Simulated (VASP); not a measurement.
Input of a VASP 6.6.1 run:

The input INCAR:

```
SYSTEM = C
PREC     = Accurate       ! precision mode
ENCUT    = 600            ! plane-wave cutoff, eV
EDIFF    = 1E-6           ! SCF threshold, eV
ISMEAR   = 0              ! smearing method
SIGMA    = 0.02           ! smearing width, eV
LREAL    = .FALSE.        ! projectors in reciprocal space
LASPH    = .TRUE.         ! aspherical terms in the spheres
NELM     = 120            ! most SCF steps
ALGO     = Normal         ! electronic algorithm
ISIF     = 2              ! what is computed and relaxed
LWAVE    = .FALSE.        ! write WAVECAR
LCHARG   = .FALSE.        ! write CHGCAR
GGA      = PS             ! functional
NBANDS   = 11             ! bands
GGA_COMPAT= .FALSE.
```

File KPOINTS:

```
regular mesh
0
G
  12 12 12
  0 0 0
```

The input POSCAR:

```
C
1.0
    0.0000000000      1.7768347277      1.7768347277
    1.7768347277      0.0000000000      1.7768347277
    1.7768347277      1.7768347277      0.0000000000
C
2
Direct
    0.0000000000      0.0000000000      0.0000000000
    0.2500000000      0.2500000000      0.2500000000
```

Potentials or basis: VASP PAW PBE potentials, release 64 (C).

Launch:

```bash
$ cat potpaw_PBE.64/C/POTCAR > POTCAR
$ mpirun -np 1 vasp_std > vasp.out
```

**Question.** Estimate the band gap on the k mesh.

**Answer.** 4.06 eV, indirect (least direct gap 5.57 eV).

**Question.** Predict the pressure.

**Answer.** 0.5 GPa.

Caveat: the PAW data sets were made with another functional, which shifts forces and pressure a little. As with any semilocal functional, this PBEsol gap is likely too small.
